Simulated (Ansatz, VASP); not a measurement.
**Mg2O in VASP and in Ansatz**

```
Mg O
1.0
     3.09254    0.00000    0.00000
    -1.54627    2.67822    0.00000
     0.00000    0.00000    4.99546
Mg O
2 1
Direct
  0.33333 0.66667 0.24762
  0.66667 0.33333 0.75238
  0.00000 0.00000 0.00000
```

Alike in both runs: functional PBE; k mesh 7 × 7 × 4; occupations gaussian, width 0.2 eV; no spin polarisation.

Ansatz relaxed the structure, and its values are those at the end. VASP's run is a single point on that final structure, the one shown.

|  | VASP | Ansatz |
| --- | --- | --- |
| version | VASP 6.6.1 | Ansatz 0.2.0 |
| potentials or method | VASP PAW PBE potentials, release 64 (Mg, O), cutoff 520 eV | scalar-relativistic, plane waves, PAW |
| valence electrons in the cell | 10 | 26 |

Ansatz gave:

```
gap on the k mesh at the Fermi level (eV) : none
pressure (GPa)                            : 0.4
rms of the force components (eV/Å)        : 0.001
```

**Question.** Estimate VASP's values.

**Answer.** gap on the k mesh at the Fermi level (eV): none; pressure (GPa): 0.0; rms of the force components (eV/Å): 0.004.

A gap of «none» marks a metal or a gap that the smearing closes. VASP's potentials hold 10 valence electrons a cell and Ansatz's 26, so a difference there can come from the potentials and not from the codes.
